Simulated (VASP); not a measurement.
# MgO (Fm-3m) in VASP: further runs

MgO is run at these levels: PBEsol, r2SCAN; tasks: single point, relaxation of cell and atoms.

Program: VASP 6.6.1. These are calculated values, not measurements. Logs are shortened: lines on timing, memory, paths and dates and some standing lists are left out, and cuts for length are marked.

## (1) The cell of the first run

The structure is cubic, space group Fm-3m (No. 225). Conventional cell: a = 4.122 Å, b = 4.122 Å, c = 4.122 Å, α = 90.00°, β = 90.00°, γ = 90.00°. Within 2.7 Å of Mg (site symmetry m-3m) lie 6 O at 2.06 Å. O (site symmetry m-3m) has 6 Mg at 2.06 Å within 2.7 Å.

## (2) Single point, PBEsol

Contents of INCAR:

```
SYSTEM = MgO
ALGO = Normal ; EDIFF = 1E-6
ENCUT = 520 ; GGA = PS
ISIF = 2 ; ISMEAR = 0
LASPH = .TRUE. ; LCHARG = .FALSE.
LREAL = .FALSE. ; LWAVE = .FALSE.
NBANDS = 11 ; NELM = 100
PREC = Accurate ; SIGMA = 0.01
```

Contents of KPOINTS:

```
k-points
0
G
  10 10 10
  0 0 0
```

Contents of POSCAR:

```
MgO
1.0
    0.0000000000      2.0609338809      2.0609338809
    2.0609338809      0.0000000000      2.0609338809
    2.0609338809      2.0609338809      0.0000000000
Mg O
1 1
Direct
    0.0000000000      0.0000000000      0.0000000000
    0.5000000000      0.5000000000      0.5000000000
```

Potentials or basis: VASP PAW PBE potentials, release 64 (Mg, O).

Started as:

```console
cat potpaw_PBE.64/Mg/POTCAR potpaw_PBE.64/O/POTCAR > POTCAR
mpirun -np 1 vasp_std > vasp.out
```

OUTCAR:

```text
SYSTEM = MgO
   EDIFF = 1E-6
   ENCUT = 520
   GGA = PS
   ISIF = 2
   ISMEAR = 0
   LASPH = .TRUE.
   LREAL = .FALSE.
   NELM = 100
   PREC = Accurate

 ion  position               nearest neighbor table
   1  0.000  0.000  0.000-   2 2.06   2 2.06   2 2.06   2 2.06   2 2.06   2 2.06
   2  0.500  0.500  0.500-   1 2.06   1 2.06   1 2.06   1 2.06   1 2.06   1 2.06

  LATTYP: Found a face centered cubic cell.
 ALAT       =     4.1218677618

  Lattice vectors:

 A1 = (   0.0000000000,   2.0609338809,   2.0609338809)
 A2 = (   2.0609338809,   0.0000000000,   2.0609338809)
 A3 = (   2.0609338809,   2.0609338809,   0.0000000000)

Analysis of symmetry for initial positions (statically):
=====================================================================
 Subroutine PRICEL returns:
 Original cell was already a primitive cell.

 Routine SETGRP: Setting up the symmetry group for a
 face centered cubic supercell.

 Subroutine GETGRP returns: Found 48 space group operations
 (whereof 48 operations were pure point group operations)
 out of a pool of 48 trial point group operations.

The static configuration has the point symmetry O_h .

Analysis of symmetry for dynamics (positions and initial velocities):
=====================================================================
 Subroutine PRICEL returns:
 Original cell was already a primitive cell.

 Routine SETGRP: Setting up the symmetry group for a
 face centered cubic supercell.

 Subroutine GETGRP returns: Found 48 space group operations
 (whereof 48 operations were pure point group operations)
 out of a pool of 48 trial point group operations.

The dynamic configuration has the point symmetry O_h .

 Subroutine INISYM returns: Found 48 space group operations
 (whereof 48 operations are pure point group operations),
 and found     1 'primitive' translations

----------------------------------------------------------------------------------------

                                     Primitive cell

  volume of cell :      17.5074

  direct lattice vectors                    reciprocal lattice vectors
     0.000000000  2.060933881  2.060933881    -0.242608462  0.242608462  0.242608462
     2.060933881  0.000000000  2.060933881     0.242608462 -0.242608462  0.242608462
     2.060933881  2.060933881  0.000000000     0.242608462  0.242608462 -0.242608462

  length of vectors
     2.914600646  2.914600646  2.914600646     0.420210183  0.420210183  0.420210183

  position of ions in fractional coordinates (direct lattice)
     0.000000000  0.000000000  0.000000000
     0.500000000  0.500000000  0.500000000

[... 81 lines left out ...]
   NFREE  =      0    steps in history (QN), initial steepest desc. (CG)
   ISIF   =      2    stress and relaxation
   ISYM   =      2    0-nonsym 1-usesym 2-fastsym
   POTIM  = 0.5000    time-step for ionic-motion
   TEBEG  =    0.0;   TEEND  =   0.0 temperature during run
   PSTRESS=    0.0 pullay stress
   NELECT =       8.0000    total number of electrons
   NUPDOWN=      -1.0000    fix difference up-down
   EMIN   =  10.00;   EMAX   =-10.00  energy-range for DOS
   EFERMI =   0.00;   METHOD = LEGACY
   ISMEAR =     0;   SIGMA  =   0.01  broadening in eV -4-tet -1-fermi 0-gaus
   EFERMI_NEDOS =   21; number of points for ismear=-14 and -15
   IALGO  =     38    algorithm
   IMIX   =      4    mixing-type and parameters
     AMIX     =   0.40;   BMIX     =  1.00
     AMIX_MAG =   1.60;   BMIX_MAG =  1.00
  volume/ion in A,a.u.               =       8.75        59.07
  Fermi-wavevector in a.u.,A,eV,Ry     =   1.260949  2.382848 21.633151  1.589992
  Thomas-Fermi vector in A             =   2.394433
   LORBIT       =      0    0 simple, 1 ext, 2 COOP (PROOUT), +10 PAW based schemes
   GGA     = PS    functional components
   LHFCALC =     F    Hartree Fock is set to
   AEXX    =    0.0000 exact exchange contribution
   IVDW    =     0    specifies the selected vdW correction
   LEPSILON=     F    determine dielectric tensor
   LRPA    =     F    only Hartree local field effects (RPA)
 non-spin polarized calculation
 Gauss-broadening in eV      SIGMA  =   0.01
  energy-cutoff  :      520.00
  volume of cell :       17.51
 maximum number of plane-waves:       495
 NGX is ok and might be reduce to    24
   NGX = 11   NGY = 11   NGZ = 11

 number of electron       7.9999997 magnetization

 Free energy of the ion-electron system (eV)
  ---------------------------------------------------
  ext. energy  EPLUGINS =         0.00000000
  ---------------------------------------------------
  free energy    TOTEN  =       -12.47161907 eV

  energy without entropy =      -12.47161907  energy(sigma->0) =      -12.47161907

 E-fermi :   3.7214     XC(G=0): -11.6286

 val. band max:        3.5727014661   @ k =   0.0000   0.0000   0.0000
 cond. band min:       8.8610146014   @ k =   0.0000   0.0000   0.0000
 fundamental gap:      5.2883131353
 Fermi energy:         3.7214354525

 k-point     1 :       0.0000    0.0000    0.0000
  band No.  band energies     occupation
      1     -13.9829      2.00000
      2       3.5727      2.00000
      3       3.5727      2.00000
      4       3.5727      2.00000
      5       8.8610      0.00000
      6      19.5624      0.00000
      7      19.5624      0.00000
      8      19.5624      0.00000
      9      23.5798      0.00000
     10      25.5429      0.00000
     11      25.5429      0.00000
[... 309 lines left out ...]
 k-point    24 :       0.4000    0.3000    0.0000
  band No.  band energies     occupation
      1     -12.5609      2.00000
      2      -0.2737      2.00000
      3       2.1515      2.00000
      4       2.3925      2.00000
      5      13.4829      0.00000
      6      13.9839      0.00000
      7      17.7533      0.00000
      8      22.4798      0.00000
      9      22.6971      0.00000
     10      29.1383      0.00000
     11      31.7970      0.00000

 [... further k-points ...]
[... 5 lines left out ...]
  --------------------------------------------------------------------------------------
  -------------------------------------------------------------------------------------
  Total        1.2687812      1.2687812      1.2687812      0.0000000      0.0000000      0.0000000
  in kB      116.1114789    116.1114789    116.1114789      0.0000000      0.0000000      0.0000000
  external PRESSURE =     116.1114789 kB  Pullay stress =       0.0000000 kB

 VOLUME and BASIS-vectors are now :
 -----------------------------------------------------------------------------
  energy-cutoff  :      520.00
  volume of cell :       17.51
      direct lattice vectors                 reciprocal lattice vectors
     0.000000000  2.060933881  2.060933881    -0.242608462  0.242608462  0.242608462
     2.060933881  0.000000000  2.060933881     0.242608462 -0.242608462  0.242608462
     2.060933881  2.060933881  0.000000000     0.242608462  0.242608462 -0.242608462

 POSITION                                       TOTAL-FORCE (eV/Angst)
 -----------------------------------------------------------------------------------
      0.00000      0.00000      0.00000         0.000000      0.000000     -0.000000
      2.06093      2.06093      2.06093        -0.000000     -0.000000      0.000000
 -----------------------------------------------------------------------------------
    total drift:                               -0.000000     -0.000000      0.000000

  FREE ENERGIE OF THE ION-ELECTRON SYSTEM (eV)
  ---------------------------------------------------
  free  energy   TOTEN  =       -12.4716190653 eV

  energy  without entropy=      -12.4716190653  energy(sigma->0) =      -12.47161907
```

Wall time 20 s (1 thread of AMD EPYC 7R13, shared host); peak memory 0.11 GiB.

Results:

```
Free energy            : -12.4716 eV
Pressure               : 11.6 GPa
Band gap on the k mesh : 5.29 eV, direct
```

Caveat: the PAW data sets were made with another functional, which shifts forces and pressure a little. A hybrid or GW would open this gap; PBEsol tends to underestimate it.

## (3) Relaxation of cell and atoms, PBEsol, target pressure 12 GPa, at which the enthalpy is minimised

This run uses another cell than the first one, of 9.36 Å³/atom, 1.069 times its volume.

Contents of INCAR:

```
  PREC = Accurate
  ENCUT = 600
  EDIFF = 1E-6
  ISMEAR = 0
  SIGMA = 0.01
  LREAL = F
  LASPH = T
  NELM = 60
  ALGO = Normal
  ISIF = 3
  LWAVE = F
  LCHARG = F
  GGA = PS
  IBRION = 2
  NSW = 80
  EDIFFG = -0.001
  PSTRESS = 120.0
```

Contents of KPOINTS:

```
regular mesh
0
Gamma
  10 10 10
```

Contents of POSCAR:

```
MgO
1.0
    0.0000000000      2.1070853429      2.1070853429
    2.1070853429      0.0000000000      2.1070853429
    2.1070853429      2.1070853429      0.0000000000
Mg O
1 1
Direct
    0.0000000000      0.0000000000      0.0000000000
    0.5000000000      0.5000000000      0.5000000000
```

Potentials or basis: VASP PAW PBE potentials, release 64 (Mg, O).

Started as:

```console
cat potpaw_PBE.64/Mg/POTCAR potpaw_PBE.64/O/POTCAR > POTCAR
mpirun -np 1 vasp_std > vasp.out
```

Run time: 54 s. Hardware: 1 thread of AMD EPYC 7R13, shared host; peak memory 0.12 GiB.

It converged, with:

```yaml
Free_energy: -12.4741 eV
Relaxed_volume: 8.73 Å³/atom
Relaxed_cell: a = 2.911 Å, b = 2.911 Å, c = 2.911 Å, α = 60.00°, β = 60.00°, γ = 60.00°
Space_group_after_relaxing_to_0.05_Å: Fm-3m (No. 225)
Energy_change_on_relaxing_the_enthalpy_is_what_falls: +20.7 meV/atom
Ionic_steps: 7
Pressure_after_relaxing: 12.0 GPa
Band_gap_on_the_k_mesh: 5.32 eV, direct
```

The path:
```tsv
step	energy change (eV)	largest force (eV/Å)	pressure (GPa)	volume (Å³)
1	0.0000	0.0000	-0.73	18.71
2	0.1110	0.0000	21.05	16.77
3	0.0412	0.0000	11.97	17.45
4	0.0431	0.0000	12.25	17.43
5	0.0406	0.0000	11.86	17.46
6	0.0415	0.0000	12.02	17.45
7	0.0414	0.0000	12.00	17.45
```

Final structure:
```
Mg O
1.0
     0.00000    2.05871    2.05871
     2.05871    0.00000    2.05871
     2.05871    2.05871    0.00000
Mg O
1 1
Cartesian
  0.0000 2.0587 2.0587
  2.0587 2.0587 2.0587
```

Levels at points of the mesh, in eV from the valence-band top:
```csv
k point,band 1,band 2,band 3,band 4,band 5,band 6,band 7,band 8
"(0.00, 0.00, 0.00)",-17.57,0.00,0.00,0.00,5.32,16.01,16.01,16.01
"(0.50, 0.00, 0.00)",-16.08,-4.99,-0.74,-0.74,8.18,13.28,16.89,16.89
"(0.50, 0.50, 0.00)",-15.79,-4.44,-1.46,-1.46,8.99,10.63,13.71,19.90
```

Caveat: the cell is relaxed towards a set pressure, so the enthalpy falls and the energy may rise; the PAW data sets were made with another functional, which shifts forces and pressure a little.

## (4) Single point, PBEsol (strained)

Contents of INCAR:

```
ALGO = Normal
EDIFF = 1E-7
ENCUT = 520
GGA = PS
ISIF = 2
ISMEAR = 0
LASPH = T
LCHARG = F
LREAL = F
LWAVE = F
NBANDS = 11
NELM = 80
PREC = Accurate
SIGMA = 0.02
```

Contents of KPOINTS:

```
k-points
0
Gamma
  10 10 10
```

Contents of POSCAR:

```
MgO
1.0
    0.0000000000      2.0569394555      2.0569394555
    2.0569394555      0.0000000000      2.0569394555
    2.0569394555      2.0569394555      0.0000000000
Mg O
1 1
Direct
    0.0000000000      0.0000000000      0.0000000000
    0.5000000000      0.5000000000      0.5000000000
```

Started as:

```console
cat potpaw_PBE.64/Mg/POTCAR potpaw_PBE.64/O/POTCAR > POTCAR
mpirun -np 1 vasp_std > vasp.out
```

It took 13 s on 1 thread of AMD EPYC 7R13, shared host; peak memory 0.11 GiB.

Results (log left out):

- Free energy: -12.4637 eV
- Pressure: 12.9 GPa
- Band gap on the k mesh: 5.35 eV, direct

Levels at points of the mesh, in eV from the valence-band top:
```
           k point  band 2  band 3  band 4  band 5  band 6  band 7
(0.00, 0.00, 0.00)    0.00    0.00    0.00    5.35   16.02   16.02
(0.50, 0.00, 0.00)   -5.01   -0.75   -0.75    8.20   13.31   16.91
(0.50, 0.50, 0.00)   -4.45   -1.47   -1.47    8.99   10.66   13.74
```

Caveat: the cell differs from its parent crystal (strained); the PAW data sets were made with another functional, which shifts forces and pressure a little.

## (5) Single point, r2SCAN (functional r2SCAN, strained)

Contents of POSCAR:

```
MgO
1.0
    0.0000000000      2.2074461790      2.2074461790
    2.2074461790      0.0000000000      2.2074461790
    2.2074461790      2.2074461790      0.0000000000
Mg O
1 1
Direct
    0.0000000000      0.0000000000      0.0000000000
    0.5000000000      0.5000000000      0.5000000000
```

Contents of INCAR.step1:

```
SYSTEM = MgO
ALGO     = Normal         ! electronic algorithm
EDIFF    = 1E-4           ! SCF threshold, eV
ENCUT    = 520            ! plane-wave cutoff, eV
GGA      = PE             ! functional
ISMEAR   = 0              ! smearing method
LASPH    = .TRUE.         ! aspherical terms in the spheres
LCHARG   = .FALSE.        ! write CHGCAR
LREAL    = .FALSE.        ! projectors in reciprocal space
LWAVE    = .TRUE.         ! write WAVECAR
NBANDS   = 11             ! bands
NELM     = 100            ! most SCF steps
PREC     = Accurate       ! precision mode
SIGMA    = 0.02           ! smearing width, eV
```

Contents of INCAR.step2:

```
SYSTEM = MgO
ALGO     = Normal         ! electronic algorithm
EDIFF    = 1E-6           ! SCF threshold, eV
ENCUT    = 520            ! plane-wave cutoff, eV
ISIF     = 2              ! what is computed and relaxed
ISMEAR   = 0              ! smearing method
ISTART   = 1            
LASPH    = .TRUE.         ! aspherical terms in the spheres
LCHARG   = .FALSE.        ! write CHGCAR
LMIXTAU  = .TRUE.       
LREAL    = .FALSE.        ! projectors in reciprocal space
LWAVE    = .FALSE.        ! write WAVECAR
METAGGA  = R2SCAN         ! meta-GGA
NBANDS   = 11             ! bands
NELM     = 100            ! most SCF steps
PREC     = Accurate       ! precision mode
SIGMA    = 0.02           ! smearing width, eV
```

Contents of KPOINTS:

```
k-points
0
G
  10 10 10
  0 0 0
```

Started as:

```console
cat potpaw_PBE.64/Mg/POTCAR potpaw_PBE.64/O/POTCAR > POTCAR
cp INCAR.step1 INCAR
mpirun -np 1 vasp_std > vasp.out
cp INCAR.step2 INCAR
mpirun -np 1 vasp_std > vasp.out
```

Run time: 87 s. Hardware: 1 thread of AMD EPYC 7R13, shared host; peak memory 0.12 GiB.

Results (log left out):

* Free energy: -15.9574 eV
* Pressure: -19.1 GPa
* Band gap on the k mesh: 4.30 eV, direct

Levels at points of the mesh, in eV from the valence-band top:
```
           k point  band 2  band 3  band 4  band 5  band 6  band 7
(0.00, 0.00, 0.00)    0.00    0.00    0.00    4.30   15.99   15.99
(0.50, 0.00, 0.00)   -4.02   -0.53   -0.53    7.89   12.17   15.97
(0.50, 0.50, 0.00)   -3.55   -1.18   -1.18    9.55    9.80   12.78
```

Caveat: the cell differs from its parent crystal (functional r2SCAN, strained); the PAW data sets were made with another functional, which shifts forces and pressure a little.

## (6) Summary

| task | level | cell | cutoff (eV) | smearing | gap on the mesh (eV) | pressure (GPa) |
| --- | --- | --- | --- | --- | --- | --- |
| single point | PBEsol | a = 2.915 Å, angles 60.0°, 2 atoms | 520 | gaussian 0.01 eV | 5.29 | 11.6 |
| relaxation of cell and atoms | PBEsol | relaxed to 12 GPa from a = 2.980 Å, angles 60.0°, 2 atoms | 600 | gaussian 0.01 eV | 5.32 | 12.0 |
| single point | PBEsol | a = 2.909 Å, angles 60.0°, 2 atoms | 520 | gaussian 0.02 eV | 5.35 | 12.9 |
| single point | r2SCAN | a = 3.122 Å, angles 60.0°, 2 atoms | 520 | gaussian 0.02 eV | 4.30 | -19.1 |

Alike in all rows: potentials or basis VASP PAW PBE potentials, release 64 (Mg, O); no spin polarisation; k mesh 10 × 10 × 10.

Caveats: the PAW data sets were made with another functional, which shifts forces and pressure a little; the cell is relaxed towards a set pressure, so the enthalpy falls and the energy may rise (some runs).

Absolute energies hang on the potentials; compare differences alone.
